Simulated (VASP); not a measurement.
# Si2W (I4/mmm) in VASP: relaxation of cell and atoms with PBE

Aim: the relaxation of cell and atoms of Si2W with PBE.

Program: VASP 6.6.1. These are calculated values, not measurements. Logs are shortened: lines on timing, memory, paths and dates and some standing lists are left out, and cuts for length are marked.

## 1. The cell of the first run

It takes space group I4/mmm (No. 139, tetragonal). The conventional cell has a = 3.212 Å, b = 3.212 Å, c = 7.880 Å, α = 90.00°, β = 90.00°, γ = 90.00°. Within 3.5 Å of Si (site symmetry 4mm) lie 9 Si at 2.62 to 3.21 Å and 5 W at 2.62 Å. W (site symmetry 4/mmm) has 10 Si at 2.62 Å and 4 W at 3.21 Å within 3.5 Å.

## 2. Relaxation of cell and atoms, PBE

INCAR

```
SYSTEM = Si2W
  ALGO = Normal
  EDIFF = 1E-7
  EDIFFG = -0.005
  ENCUT = 600
  GGA = PE
  IBRION = 2
  ISIF = 3
  ISMEAR = 0
  LASPH = .True.
  LCHARG = .False.
  LREAL = .False.
  LWAVE = .False.
  NELM = 80
  NSW = 100
  PREC = Accurate
  SIGMA = 0.1
```

KPOINTS

```
k-points
0
Gamma
  18 18 18
  0 0 0
```

POSCAR

```
Si2W
1.0
   -1.6060005352      1.6060005352      3.9400013130
    1.6060005352     -1.6060005352      3.9400013130
    1.6060005352      1.6060005352     -3.9400013130
Si W
2 1
Direct
    0.3330000000      0.3330000000      0.0000000000
    0.6670000000      0.6670000000      0.0000000000
    0.0000000000      0.0000000000      0.0000000000
```

Potentials or basis: VASP PAW PBE potentials, release 64 (Si, W_sv).

On the command line:

```
$ cat potpaw_PBE.64/Si/POTCAR potpaw_PBE.64/W_sv/POTCAR > POTCAR
$ mpirun -np 1 vasp_std > vasp.out
```

OUTCAR:

```text
SYSTEM = Si2W
   EDIFF = 1E-7
   EDIFFG = -0.005
   ENCUT = 600
   GGA = PE
   IBRION = 2
   ISIF = 3
   ISMEAR = 0
   LASPH = .True.
   LREAL = .False.
   NELM = 80
   NSW = 100
   PREC = Accurate

 ion  position               nearest neighbor table
   1  0.333  0.333  0.000-   2 2.62   2 2.62   2 2.62   2 2.62   3 2.62   3 2.62   3 2.62   3 2.62
                             3 2.62   2 2.63
   2  0.667  0.667  0.000-   1 2.62   1 2.62   1 2.62   1 2.62   3 2.62   3 2.62   3 2.62   3 2.62
                             3 2.62   1 2.63
   3  0.000  0.000  0.000-   1 2.62   2 2.62   2 2.62   1 2.62   2 2.62   2 2.62   2 2.62   1 2.62
                             1 2.62   1 2.62

  LATTYP: Found a body centered tetragonal cell.
 ALAT       =     3.2120010704
 C/A-ratio  =     2.4533001245

  Lattice vectors:

 A1 = (  -1.6060005352,   1.6060005352,   3.9400013130)
 A2 = (   1.6060005352,  -1.6060005352,   3.9400013130)
 A3 = (   1.6060005352,   1.6060005352,  -3.9400013130)

Analysis of symmetry for initial positions (statically):
=====================================================================
 Subroutine PRICEL returns:
 Original cell was already a primitive cell.

 Routine SETGRP: Setting up the symmetry group for a
 body centered tetragonal supercell.

 Subroutine GETGRP returns: Found 16 space group operations
 (whereof 16 operations were pure point group operations)
 out of a pool of 16 trial point group operations.

The static configuration has the point symmetry D_4h.

Analysis of symmetry for dynamics (positions and initial velocities):
=====================================================================
 Subroutine PRICEL returns:
 Original cell was already a primitive cell.

 Routine SETGRP: Setting up the symmetry group for a
 body centered tetragonal supercell.

 Subroutine GETGRP returns: Found 16 space group operations
 (whereof 16 operations were pure point group operations)
 out of a pool of 16 trial point group operations.

The dynamic configuration has the point symmetry D_4h.

 Subroutine INISYM returns: Found 16 space group operations
 (whereof 16 operations are pure point group operations),
 and found     1 'primitive' translations

----------------------------------------------------------------------------------------

                                     Primitive cell

  volume of cell :      40.6488

  direct lattice vectors                    reciprocal lattice vectors
    -1.606000535  1.606000535  3.940001313     0.000000000  0.311332399  0.126903511
     1.606000535 -1.606000535  3.940001313     0.311332399  0.000000000  0.126903511
     1.606000535  1.606000535 -3.940001313     0.311332399  0.311332399  0.000000000

  length of vectors
     4.547756126  4.547756126  4.547756126     0.336202861  0.336202861  0.440290502

  position of ions in fractional coordinates (direct lattice)
     0.333000000  0.333000000  0.000000000
     0.667000000  0.667000000  0.000000000
     0.000000000  0.000000000  0.000000000

  ion indices of the primitive-cell ions
   primitive index   ion index
                 1           1
                 2           2
                 3           3

----------------------------------------------------------------------------------------

 KPOINTS: k-points

Automatic generation of k-mesh.
 Grid dimensions read from file:
 generate k-points for:   18   18   18

 Generating k-lattice:

  Cartesian coordinates                     Fractional coordinates (reciprocal lattice)
     0.000000000  0.017296244  0.007050195     0.055555556 -0.000000000  0.000000000
     0.017296244  0.000000000  0.007050195    -0.000000000  0.055555556  0.000000000
     0.017296244  0.017296244  0.000000000     0.000000000  0.000000000  0.055555556

  Length of vectors
     0.018677937  0.018677937  0.024460583

  Shift w.r.t. Gamma in fractional coordinates (k-lattice)
     0.000000000  0.000000000  0.000000000

 Subroutine IBZKPT returns following result:
 ===========================================

 Found    480 irreducible k-points:

 Following reciprocal coordinates:
            Coordinates               Weight
  0.000000  0.000000  0.000000      1.000000
  0.055556  0.000000  0.000000      8.000000
  0.111111  0.000000  0.000000      8.000000
  0.166667  0.000000  0.000000      8.000000
  0.222222  0.000000 -0.000000      8.000000
  0.277778  0.000000  0.000000      8.000000
[... 16 lines left out ...]
 -0.277778  0.055556  0.000000     16.000000
 -0.222222  0.055556  0.000000     16.000000
 [... further k-points ...]
   k-points           NKPTS =    480   k-points in BZ     NKDIM =    480   number of bands    NBANDS=     15
   number of dos      NEDOS =    301   number of ions     NIONS =      3
   total plane-waves  NPLWV =  46656
   dimension x,y,z NGX =    36 NGY =   36 NGZ =   36
   dimension x,y,z NGXF=    72 NGYF=   72 NGZF=   72
   ions per type =               2   1
   NGX,Y,Z   is equivalent  to a cutoff of  13.16, 13.16, 13.16 a.u.
   NGXF,Y,Z  is equivalent  to a cutoff of  26.32, 26.32, 26.32 a.u.
 SYSTEM =  Si2W
   PREC   = accura    normal or accurate (medium, high low for compatibility)
   ISTART =      0    job   : 0-new  1-cont  2-samecut
   ICHARG =      2    charge: 1-file 2-atom 10-const
   ISPIN  =      1    spin polarized calculation?
   LNONCOLLINEAR =      F non collinear calculations
   LSORBIT =      F    spin-orbit coupling
   LASPH  =      T    aspherical Exc in radial PAW
   ENCUT  =  600.0 eV  44.10 Ry    6.64 a.u.   9.08  9.08  9.08*2*pi/ulx,y,z
   NELM   =     80;   NELMIN=  2; NELMDL= -5     # of ELM steps
   EDIFF  = 0.1E-06   stopping-criterion for ELM
   LREAL  =      F    real-space projection
   EDIFFG = -.5E-02   stopping-criterion for IOM
   NSW    =    100    number of steps for IOM
   IBRION =      2    ionic relax: 0-MD 1-quasi-New 2-CG
   NFREE  =      1    steps in history (QN), initial steepest desc. (CG)
   ISIF   =      3    stress and relaxation
   ISYM   =      2    0-nonsym 1-usesym 2-fastsym
   POTIM  = 0.5000    time-step for ionic-motion
   TEBEG  =    0.0;   TEEND  =   0.0 temperature during run
   PSTRESS=    0.0 pullay stress
   NELECT =      22.0000    total number of electrons
   NUPDOWN=      -1.0000    fix difference up-down
   EMIN   =  10.00;   EMAX   =-10.00  energy-range for DOS
   EFERMI =   0.00;   METHOD = LEGACY
   ISMEAR =     0;   SIGMA  =   0.10  broadening in eV -4-tet -1-fermi 0-gaus
   EFERMI_NEDOS =   21; number of points for ismear=-14 and -15
   IALGO  =     38    algorithm
   IMIX   =      4    mixing-type and parameters
     AMIX     =   0.40;   BMIX     =  1.00
     AMIX_MAG =   1.60;   BMIX_MAG =  1.00
  volume/ion in A,a.u.               =      13.55        91.44
  Fermi-wavevector in a.u.,A,eV,Ry     =   1.334135  2.521150 24.217234  1.779917
  Thomas-Fermi vector in A             =   2.462940
   LORBIT       =      0    0 simple, 1 ext, 2 COOP (PROOUT), +10 PAW based schemes
   GGA     = PE    functional components
   LHFCALC =     F    Hartree Fock is set to
   AEXX    =    0.0000 exact exchange contribution
   IVDW    =     0    specifies the selected vdW correction
   LEPSILON=     F    determine dielectric tensor
   LRPA    =     F    only Hartree local field effects (RPA)
 conjugate gradient relaxation of ions
 non-spin polarized calculation
 Gauss-broadening in eV      SIGMA  =   0.10
  energy-cutoff  :      600.00
  volume of cell :       40.65
 maximum number of plane-waves:      1380
   NGX = 19   NGY = 19   NGZ = 19

--------------------------------------- Ionic step        1  -------------------------------------------

 number of electron      21.9999999 magnetization

 Free energy of the ion-electron system (eV)
  ---------------------------------------------------
  ext. energy  EPLUGINS =         0.00000000
  ---------------------------------------------------
  free energy    TOTEN  =       -24.80951607 eV

  energy without entropy =      -24.80835545  energy(sigma->0) =      -24.80893576

------------------------ aborting loop because EDIFF is reached ----------------------------------------

  FORCE on cell =-STRESS in cart. coord.  units (eV):
  Direction    XX          YY          ZZ          XY          YZ          ZX
  --------------------------------------------------------------------------------------
  -------------------------------------------------------------------------------------
  Total        0.6810454      0.6810454     -0.0009865      0.0000000      0.0000000     -0.0000000
  in kB       26.8434864     26.8434864     -0.0388846      0.0000000      0.0000000     -0.0000000
  external PRESSURE =      17.8826960 kB  Pullay stress =       0.0000000 kB

 VOLUME and BASIS-vectors are now :
 -----------------------------------------------------------------------------
  energy-cutoff  :      600.00
  volume of cell :       40.65
      direct lattice vectors                 reciprocal lattice vectors
    -1.606000535  1.606000535  3.940001313     0.000000000  0.311332399  0.126903511
     1.606000535 -1.606000535  3.940001313     0.311332399  0.000000000  0.126903511
     1.606000535  1.606000535 -3.940001313     0.311332399  0.311332399  0.000000000
[... 186 lines left out ...]
 POSITION                                       TOTAL-FORCE (eV/Angst)
 -----------------------------------------------------------------------------------
      1.61480      1.61480     -1.30153        -0.000000     -0.000000     -0.006385
      0.00000      0.00000      5.23603        -0.000000     -0.000000      0.006385
      0.00000      0.00000      7.86899         0.000000      0.000000      0.000000
 -----------------------------------------------------------------------------------
    total drift:                                0.000000     -0.000000      0.000000

  FREE ENERGIE OF THE ION-ELECTRON SYSTEM (eV)
  ---------------------------------------------------
  free  energy   TOTEN  =       -24.8159671453 eV

  energy  without entropy=      -24.8150608174  energy(sigma->0) =      -24.81551398

--------------------------------------- Ionic step        7  -------------------------------------------

 number of electron      22.0000000 magnetization

 Free energy of the ion-electron system (eV)
  ---------------------------------------------------
  ext. energy  EPLUGINS =         0.00000000
  ---------------------------------------------------
  free energy    TOTEN  =       -24.81597170 eV

  energy without entropy =      -24.81506512  energy(sigma->0) =      -24.81551841

 E-fermi :  11.7502     XC(G=0): -12.4583

 val. band max:       11.7304589726   @ k =  -0.3889   0.5000   0.3333
 cond. band min:      11.7874500664   @ k =  -0.3889  -0.4444   0.3889
 fundamental gap:      0.0569910938
 Fermi energy:        11.7501783641

 k-point     1 :       0.0000    0.0000    0.0000
  band No.  band energies     occupation
      1     -62.1360      2.00000
      2     -26.3822      2.00000
      3     -26.3693      2.00000
      4     -26.3693      2.00000
      5      -2.2062      2.00000
      6       4.9949      2.00000
      7       7.9926      2.00000
      8       8.5033      2.00000
      9       8.9444      2.00000
     10       8.9444      2.00000
     11      12.3515      0.00000
     12      14.3940      0.00000
     13      14.7308      0.00000
     14      14.7804      0.00000
     15      14.7804      0.00000
[... 397 lines left out ...]
 k-point    24 :      -0.2222    0.0556    0.0000
  band No.  band energies     occupation
      1     -62.1329      2.00000
      2     -26.4537      2.00000
      3     -26.3746      2.00000
      4     -26.3675      2.00000
      5      -1.3102      2.00000
      6       5.0879      2.00000
      7       6.4366      2.00000
      8       8.1824      2.00000
      9       8.9254      2.00000
     10       9.6399      2.00000
     11      10.3531      2.00000
     12      13.3033      0.00000
     13      13.9277      0.00000
     14      16.0967      0.00000
     15      16.2058      0.00000

 [... further k-points ...]

------------------------ aborting loop because EDIFF is reached ----------------------------------------

  FORCE on cell =-STRESS in cart. coord.  units (eV):
  Direction    XX          YY          ZZ          XY          YZ          ZX
  --------------------------------------------------------------------------------------
  -------------------------------------------------------------------------------------
  Total        0.0019635      0.0019635      0.0032769      0.0000000      0.0000000     -0.0000000
  in kB        0.0766617      0.0766617      0.1279401      0.0000000      0.0000000     -0.0000000
  external PRESSURE =       0.0937545 kB  Pullay stress =       0.0000000 kB

 VOLUME and BASIS-vectors are now :
 -----------------------------------------------------------------------------
  energy-cutoff  :      600.00
  volume of cell :       41.04
      direct lattice vectors                 reciprocal lattice vectors
    -1.614923301  1.614923301  3.933691676     0.000000000  0.309612227  0.127107064
     1.614923301 -1.614923301  3.933691676     0.309612227  0.000000000  0.127107064
     1.614923301  1.614923301 -3.933691676     0.309612227  0.309612227  0.000000000

 POSITION                                       TOTAL-FORCE (eV/Angst)
 -----------------------------------------------------------------------------------
      0.00000      0.00000      2.63211         0.000000      0.000000     -0.000413
      0.00000      0.00000      5.23527        -0.000000     -0.000000      0.000413
      0.00000      0.00000     -0.00000         0.000000      0.000000      0.000000
 -----------------------------------------------------------------------------------
    total drift:                               -0.000000      0.000000      0.000000

  FREE ENERGIE OF THE ION-ELECTRON SYSTEM (eV)
  ---------------------------------------------------
  free  energy   TOTEN  =       -24.8159716961 eV

  energy  without entropy=      -24.8150651204  energy(sigma->0) =      -24.81551841

 reached required accuracy - stopping structural energy minimisation
```

Wall time 39 min (1 thread of Intel Xeon 8259CL, shared host); peak memory 0.52 GiB.

Results:

```
Free energy                           : -24.8160 eV
Relaxed volume                        : 13.68 Å³/atom
Relaxed cell                          : a = 4.549 Å, b = 4.549 Å, c = 4.549 Å, α = 138.41°, β = 138.41°, γ = 60.28°
Space group after relaxing (to 0.1 Å) : I4/mmm (No. 139)
Energy gained by relaxing             : 2.2 meV/atom
Ionic steps                           : 7
Pressure after relaxing               : 0.0 GPa
Band gap on the k mesh                : zero (bands 11 and 12 overlap by 1.25 eV)
```

The path:
```
step  energy change (eV)  largest force (eV/Å)  pressure (GPa)  volume (Å³)
   1              0.0000                0.2187            1.79        40.65
   2             -0.0018                0.0629           -2.60        41.54
   3             -0.0053                0.1337           -0.69        41.14
   4             -0.0060                0.0275            0.47        40.96
   5             -0.0063                0.0292            0.07        41.02
   6             -0.0065                0.0064            0.00        41.04
   7             -0.0065                0.0004            0.01        41.04
```

Final structure:
```
Si W
1.0
    -1.61492    1.61492    3.93369
     1.61492   -1.61492    3.93369
     1.61492    1.61492   -3.93369
Si W
2 1
Direct
  0.33456 0.33456 0.00000
  0.66544 0.66544 0.00000
  0.00000 0.00000 0.00000
```

Caveat: spin-orbit coupling is left out, which moves the levels of the heavy elements. Zero-point motion and thermal expansion aren't in these numbers.
